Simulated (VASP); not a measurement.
A run of VASP 6.6.1:

File INCAR:

```
AGGAC = 1.0
AGGAX = 1.0
ALDAC = 0.0
ALDAX = 1.0
ALGO = Normal
EDIFF = 1E-6
ENCUT = 910
GGA = B5
GGA_COMPAT = F
ISIF = 2
ISMEAR = -1
LASPH = T
LCHARG = F
LREAL = F
LWAVE = F
NBANDS = 28
NELM = 120
PREC = Accurate
SIGMA = 0.05
```

File KPOINTS:

```
k-points
0
Gamma
  7 7 7
```

The input POSCAR:

```
BaTiO3
1.0
    3.9750609135      0.0000000000      0.0000000000
    0.0000000000      3.9750609135      0.0000000000
    0.0000000000      0.0000000000      4.5344533668
Ba Ti O
1 1 3
Direct
    0.0000000000      0.0000000000     -0.0365203620
    0.5000000000      0.5000000000      0.4584543747
    0.0000000000      0.5000000000      0.5284294614
    0.5000000000      0.0000000000      0.5284294614
    0.5000000000      0.5000000000      0.0642070646
```

Potentials or basis: VASP PAW PBE potentials, release 64 (Ba_sv, Ti_sv, O_h).

Run with:

```bash
$ cat potpaw_PBE.64/Ba_sv/POTCAR potpaw_PBE.64/Ti_sv/POTCAR potpaw_PBE.64/O_h/POTCAR > POTCAR
$ mpirun -np 1 vasp_std > vasp.out
```

Hardware: 1 thread of Intel(R) Xeon(R) Platinum 8375C CPU @ 2.90GHz (Ice Lake), with other jobs on the host.

Estimate the wall time of this run.

Run time: 3.3 min on 1 thread of Intel(R) Xeon(R) Platinum 8375C CPU @ 2.90GHz (Ice Lake), with other jobs on the host, peak memory 0.38 GiB. Counts: scf iterations 17, k points 40.
